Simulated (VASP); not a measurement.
# SiO2 (P4_2/mnm) in VASP: a series of runs, part 2 of 2

VASP 6.6.1. Earlier steps stand in the parts before.

## (4) Single point, PBE

This run uses another cell than the first one, of the same volume but with other edges.

File INCAR:

```
SYSTEM = SiO2
PREC = Accurate
ENCUT = 520
EDIFF = 1E-7
ISMEAR = 0
SIGMA = 0.05
LREAL = .FALSE.
LASPH = .TRUE.
NELM = 80
ALGO = Normal
ISIF = 2
LWAVE = .FALSE.
LCHARG = .TRUE.
GGA = PE
LELF = .TRUE.
LVHAR = .TRUE.
NBANDS = 25
```

File KPOINTS:

```
regular mesh
0
G
  6 6 10
  0 0 0
```

File POSCAR:

```
SiO2
1.0
    3.8813855124      0.0000000000      0.0000000000
    0.0000000000      3.8813855124      0.0000000000
    0.0000000000      0.0000000000      3.2047318589
Si O
2 4
Direct
    0.5000000000      0.5000000000      0.5000000000
    0.0000000000      0.0000000000      0.0000000000
    0.6930152168      0.6930152168      0.0000000000
    0.1930152168      0.8069847832      0.5000000000
    0.3069847832      0.3069847832      0.0000000000
    0.8069847832      0.1930152168      0.5000000000
```

Potentials or basis: VASP PAW PBE potentials, release 64 (Si, O).

Run with:

```
cat potpaw_PBE.64/Si/POTCAR potpaw_PBE.64/O/POTCAR > POTCAR
mpirun -np 1 vasp_std > vasp.out
```

OUTCAR:

```text
SYSTEM = SiO2
   PREC = Accurate
   ENCUT = 520
   EDIFF = 1E-7
   ISMEAR = 0
   LREAL = .FALSE.
   LASPH = .TRUE.
   NELM = 80
   ISIF = 2
   GGA = PE

 ion  position               nearest neighbor table
   1  0.500  0.500  0.500-   4 1.69   6 1.69   5 1.92   3 1.92   3 1.92   5 1.92
   2  0.000  0.000  0.000-   3 1.69   5 1.69   4 1.92   6 1.92   4 1.92   6 1.92
   3  0.693  0.693  0.000-   2 1.69   1 1.92   1 1.92
   4  0.193  0.807  0.500-   1 1.69   2 1.92   2 1.92
   5  0.307  0.307  0.000-   2 1.69   1 1.92   1 1.92
   6  0.807  0.193  0.500-   1 1.69   2 1.92   2 1.92

  LATTYP: Found a simple tetragonal cell.
 ALAT       =     3.8813855124
 C/A-ratio  =     0.8256669812

  Lattice vectors:

 A1 = (   3.8813855124,   0.0000000000,   0.0000000000)
 A2 = (   0.0000000000,   3.8813855124,   0.0000000000)
 A3 = (   0.0000000000,   0.0000000000,   3.2047318589)

Analysis of symmetry for initial positions (statically):
=====================================================================
 Subroutine PRICEL returns:
 Original cell was already a primitive cell.

 Routine SETGRP: Setting up the symmetry group for a
 simple tetragonal supercell.

 Subroutine GETGRP returns: Found 16 space group operations
 (whereof  8 operations were pure point group operations)
 out of a pool of 16 trial point group operations.

The static configuration has the point symmetry D_2h.
 The point group associated with its full space group is D_4h.

Analysis of symmetry for dynamics (positions and initial velocities):
=====================================================================
 Subroutine PRICEL returns:
 Original cell was already a primitive cell.

 Routine SETGRP: Setting up the symmetry group for a
 simple tetragonal supercell.

 Subroutine GETGRP returns: Found 16 space group operations
 (whereof  8 operations were pure point group operations)
 out of a pool of 16 trial point group operations.

The dynamic configuration has the point symmetry D_2h.
 The point group associated with its full space group is D_4h.

 Subroutine INISYM returns: Found 16 space group operations
 (whereof  8 operations are pure point group operations),
 and found     1 'primitive' translations

----------------------------------------------------------------------------------------

                                     Primitive cell

  volume of cell :      48.2798

  direct lattice vectors                    reciprocal lattice vectors
     3.881385512  0.000000000  0.000000000     0.257639958  0.000000000  0.000000000
     0.000000000  3.881385512  0.000000000     0.000000000  0.257639958  0.000000000
     0.000000000  0.000000000  3.204731859     0.000000000  0.000000000  0.312038587

  length of vectors
     3.881385512  3.881385512  3.204731859     0.257639958  0.257639958  0.312038587

  position of ions in fractional coordinates (direct lattice)
     0.500000000  0.500000000  0.500000000
     0.000000000  0.000000000  0.000000000
     0.693015217  0.693015217  0.000000000
     0.193015217  0.806984783  0.500000000
     0.306984783  0.306984783  0.000000000
     0.806984783  0.193015217  0.500000000

  ion indices of the primitive-cell ions
[... 26 lines left out ...]
  Shift w.r.t. Gamma in fractional coordinates (k-lattice)
     0.000000000  0.000000000  0.000000000

 Subroutine IBZKPT returns following result:
 ===========================================

 Found     60 irreducible k-points:

 Following reciprocal coordinates:
            Coordinates               Weight
  0.000000  0.000000  0.000000      1.000000
  0.166667  0.000000  0.000000      4.000000
  0.333333  0.000000  0.000000      4.000000
  0.500000  0.000000  0.000000      2.000000
  0.166667  0.166667  0.000000      4.000000
  0.333333  0.166667  0.000000      8.000000
[... 16 lines left out ...]
  0.333333  0.000000  0.200000      8.000000
  0.500000  0.000000  0.200000      4.000000
 [... further k-points ...]
   k-points           NKPTS =     60   k-points in BZ     NKDIM =     60   number of bands    NBANDS=     25
   number of dos      NEDOS =    301   number of ions     NIONS =      6
   total plane-waves  NPLWV =  21600
   dimension x,y,z NGX =    30 NGY =   30 NGZ =   24
   dimension x,y,z NGXF=    60 NGYF=   60 NGZF=   48
   ions per type =               2   4
   NGX,Y,Z   is equivalent  to a cutoff of  12.85, 12.85, 12.45 a.u.
   NGXF,Y,Z  is equivalent  to a cutoff of  25.70, 25.70, 24.90 a.u.
 SYSTEM =  SiO2
   PREC   = accura    normal or accurate (medium, high low for compatibility)
   ISTART =      0    job   : 0-new  1-cont  2-samecut
   ICHARG =      2    charge: 1-file 2-atom 10-const
   ISPIN  =      1    spin polarized calculation?
   LNONCOLLINEAR =      F non collinear calculations
   LSORBIT =      F    spin-orbit coupling
   LASPH  =      T    aspherical Exc in radial PAW
   ENCUT  =  520.0 eV  38.22 Ry    6.18 a.u.   7.22  7.22  5.96*2*pi/ulx,y,z
   NELM   =     80;   NELMIN=  2; NELMDL= -5     # of ELM steps
   EDIFF  = 0.1E-06   stopping-criterion for ELM
   LREAL  =      F    real-space projection
   EDIFFG = 0.1E-05   stopping-criterion for IOM
   NSW    =      0    number of steps for IOM
   IBRION =     -1    ionic relax: 0-MD 1-quasi-New 2-CG
   NFREE  =      0    steps in history (QN), initial steepest desc. (CG)
   ISIF   =      2    stress and relaxation
   ISYM   =      2    0-nonsym 1-usesym 2-fastsym
   POTIM  = 0.5000    time-step for ionic-motion
   TEBEG  =    0.0;   TEEND  =   0.0 temperature during run
   PSTRESS=    0.0 pullay stress
   NELECT =      32.0000    total number of electrons
   NUPDOWN=      -1.0000    fix difference up-down
   EMIN   =  10.00;   EMAX   =-10.00  energy-range for DOS
   EFERMI =   0.00;   METHOD = LEGACY
   ISMEAR =     0;   SIGMA  =   0.05  broadening in eV -4-tet -1-fermi 0-gaus
   EFERMI_NEDOS =   21; number of points for ismear=-14 and -15
   IALGO  =     38    algorithm
   IMIX   =      4    mixing-type and parameters
     AMIX     =   0.40;   BMIX     =  1.00
     AMIX_MAG =   1.60;   BMIX_MAG =  1.00
  volume/ion in A,a.u.               =       8.05        54.30
  Fermi-wavevector in a.u.,A,eV,Ry     =   1.427369  2.697337 27.720287  2.037384
  Thomas-Fermi vector in A             =   2.547546
   LORBIT       =      0    0 simple, 1 ext, 2 COOP (PROOUT), +10 PAW based schemes
   GGA     = PE    functional components
   LHFCALC =     F    Hartree Fock is set to
   AEXX    =    0.0000 exact exchange contribution
   IVDW    =     0    specifies the selected vdW correction
   LEPSILON=     F    determine dielectric tensor
   LRPA    =     F    only Hartree local field effects (RPA)
 non-spin polarized calculation
 Gauss-broadening in eV      SIGMA  =   0.05
  energy-cutoff  :      520.00
  volume of cell :       48.28
 maximum number of plane-waves:      1328
 NGX is ok and might be reduce to    30

 number of electron      31.9999967 magnetization

 Free energy of the ion-electron system (eV)
  ---------------------------------------------------
  ext. energy  EPLUGINS =         0.00000000
  ---------------------------------------------------
  free energy    TOTEN  =       -43.90951422 eV

  energy without entropy =      -43.90951422  energy(sigma->0) =      -43.90951422

 E-fermi :   7.6310     XC(G=0): -12.1903

 val. band max:        7.3976146821   @ k =   0.0000   0.0000   0.0000
 cond. band min:      11.5277014659   @ k =   0.0000   0.0000   0.0000
 fundamental gap:      4.1300867838
 Fermi energy:         7.6309520575

 k-point     1 :       0.0000    0.0000    0.0000
  band No.  band energies     occupation
      1     -14.0400      2.00000
      2     -10.1414      2.00000
      3     -10.1414      2.00000
      4      -9.8718      2.00000
      5      -2.5048      2.00000
      6       0.5705      2.00000
[... 661 lines left out ...]
     24      21.2150      0.00000
     25      22.0662      0.00000

 [... further k-points ...]
[... 5 lines left out ...]
  --------------------------------------------------------------------------------------
  -------------------------------------------------------------------------------------
  Total        8.9867789      8.9867789    -15.5813264     -0.0000000      0.0000000      0.0000000
  in kB      298.2286634    298.2286634   -517.0704849     -0.0000000      0.0000000      0.0000000
  external PRESSURE =      26.4622807 kB  Pullay stress =       0.0000000 kB

 VOLUME and BASIS-vectors are now :
 -----------------------------------------------------------------------------
  energy-cutoff  :      520.00
  volume of cell :       48.28
      direct lattice vectors                 reciprocal lattice vectors
     3.881385512  0.000000000  0.000000000     0.257639958  0.000000000  0.000000000
     0.000000000  3.881385512  0.000000000     0.000000000  0.257639958  0.000000000
     0.000000000  0.000000000  3.204731859     0.000000000  0.000000000  0.312038587

 POSITION                                       TOTAL-FORCE (eV/Angst)
 -----------------------------------------------------------------------------------
      1.94069      1.94069      1.60237         0.000000      0.000000      0.000000
      0.00000      0.00000      0.00000         0.000000      0.000000      0.000000
      2.68986      2.68986      0.00000         0.972461      0.972461     -0.000000
      0.74917      3.13222      1.60237         0.972461     -0.972461      0.000000
      1.19153      1.19153      0.00000        -0.972461     -0.972461      0.000000
      3.13222      0.74917      1.60237        -0.972461      0.972461     -0.000000
 -----------------------------------------------------------------------------------
    total drift:                               -0.000000      0.000000     -0.000000

  FREE ENERGIE OF THE ION-ELECTRON SYSTEM (eV)
  ---------------------------------------------------
  free  energy   TOTEN  =       -43.9095142175 eV

  energy  without entropy=      -43.9095142175  energy(sigma->0) =      -43.90951422
```

Wall time 49 s (1 thread of Intel Xeon Platinum 8488C (Sapphire Rapids), shared host); peak memory 0.18 GiB.

What came out:

```
Free energy            : -43.9095 eV
Pressure               : 2.6 GPa
Largest force          : 1.375 eV/Å
Band gap on the k mesh : 4.13 eV, direct
```

Forces on the atoms (eV/Å):
```
Si   0.000  0.000  0.000
Si   0.000  0.000  0.000
O    0.972  0.972  0.000
O    0.972 -0.972  0.000
O   -0.972 -0.972  0.000
O   -0.972  0.972  0.000
```

Stress tensor (GPa, compression positive):
```
 29.82   0.00   0.00
  0.00  29.82   0.00
  0.00   0.00 -51.71
```

Caveat: forces of over 1 eV/Å act on the atoms, so gaps and moduli don't describe the material at rest.

## (5) Summary

```tsv
cell	gap on the mesh (eV)	pressure (GPa)	largest force (eV/Å)
a = 4.168, b = 4.168, c = 2.779 Å, 6 atoms	4.82	-1.8	0.35
a = 4.563, b = 4.563, c = 2.319 Å, 6 atoms	4.86	22.6	1.68
a = 3.881, b = 3.881, c = 3.205 Å, 6 atoms	4.13	2.6	1.38
```

Alike in all rows: task single point; level PBE; potentials or basis VASP PAW PBE potentials, release 64 (Si, O); no spin polarisation; k mesh 6 × 6 × 10; cutoff (eV) 520; smearing gaussian 0.05 eV.

Caveats: forces of over 1 eV/Å act on the atoms, so gaps and moduli don't describe the material at rest (some runs).

Absolute energies hang on the potentials; compare differences alone.
